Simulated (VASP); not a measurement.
Here is a VASP 6.6.1 calculation.

INCAR

```
ALGO = Normal ; EDIFF = 1E-6
ENCUT = 520 ; GGA = PS
ISIF = 2 ; ISMEAR = 0
LASPH = True ; LCHARG = False
LREAL = False ; LWAVE = False
NBANDS = 14 ; NELM = 60
PREC = Accurate ; SIGMA = 0.15
```

Contents of KPOINTS:

```
k-points
0
Gamma
  18 18 10
```

The input POSCAR:

```
TiAl
1.0
    2.8001000000      0.0000000000      0.0000000000
   -1.4000500000      2.4249577331      0.0000000000
    0.0000000000      0.0000000000      4.4344000000
Ti Al
1 1
Direct
    0.0000000000      0.0000000000      0.0000000000
    0.3333333333      0.6666666667      0.5000000000
```

Potentials or basis: VASP PAW PBE potentials, release 64 (Ti_sv, Al).

Command:

```sh
$ cat potpaw_PBE.64/Ti_sv/POTCAR potpaw_PBE.64/Al/POTCAR > POTCAR
$ mpirun -np 1 vasp_std > vasp.out
```

(1) Predict the band gap on the k mesh.

(2) What does it give for the pressure?

## Answers

(1) zero (an odd number of electrons rules out a gap without spin polarisation).

(2) 10.2 GPa.

Caveat: the stress differs along the axes, from 8 to 14 GPa; the PAW data sets were made with another functional, which shifts forces and pressure a little.
